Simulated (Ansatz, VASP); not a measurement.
**ZrSi3: VASP beside Ansatz**

The input INCAR:

```
SYSTEM = ZrSi3
PREC = Accurate
ENCUT = 520
EDIFF = 1E-6
ISMEAR = 0
SIGMA = 0.05
LREAL = .FALSE.
LASPH = .TRUE.
NELM = 60
ALGO = Normal
ISIF = 2
LWAVE = .FALSE.
LCHARG = .FALSE.
GGA = PE
NBANDS = 20
```

File KPOINTS:

```
regular mesh
0
G
  8 8 8
  0 0 0
```

The input POSCAR:

```
ZrSi3
1.0
    4.0056399565      0.0000000000      0.0000000000
    0.0000000000      4.0056399565      0.0000000000
    0.0000000000      0.0000000000      4.0056399565
Zr Si
1 3
Direct
    0.0000000000      0.0000000000      0.0000000000
    0.0000000000      0.5000000000      0.5000000000
    0.5000000000      0.5000000000      0.0000000000
    0.5000000000      0.0000000000      0.5000000000
```

Input for Ansatz:

```yaml
crystal:
  lattice:
    - [4.0056399565, 0.0, 0.0]
    - [0.0, 4.0056399565, 0.0]
    - [0.0, 0.0, 4.0056399565]
  atoms:
    - { symbol: Zr, position: [0.0, 0.0, 0.0] }
    - { symbol: Si, position: [0.0, 0.5, 0.5] }
    - { symbol: Si, position: [0.5, 0.5, 0.0] }
    - { symbol: Si, position: [0.5, 0.0, 0.5] }
basis:
  ecutwfc: 420
  ecutrho_ratio: 4
kpoints:
  mp_grid: { grid: [8, 8, 8] }
hamiltonian:
  xc: pbe
scf:
  occupations: { method: gaussian, width: 0.05 }
output:
  forces: true
  stress: true
  eigenvalues: true
```

Alike in both runs: task single point; functional PBE; k mesh 8 × 8 × 8; occupations gaussian, width 0.05 eV; no spin polarisation.

|  | VASP | Ansatz |
| --- | --- | --- |
| version | VASP 6.6.1 | Ansatz 0.2.0 |
| potentials or method | VASP PAW PBE potentials, release 64 (Zr_sv, Si), cutoff 520 eV | scalar-relativistic, plane waves, PAW |
| valence electrons in the cell | 24 | 24 |

|  | VASP | Ansatz | Ansatz less VASP |
| --- | --- | --- | --- |
| gap on the k mesh at the Fermi level (eV) | none | none | - |
| pressure (GPa) | -1.3 | -1.3 | -0.01 |

A gap of «none» marks a metal or a gap that the smearing closes.
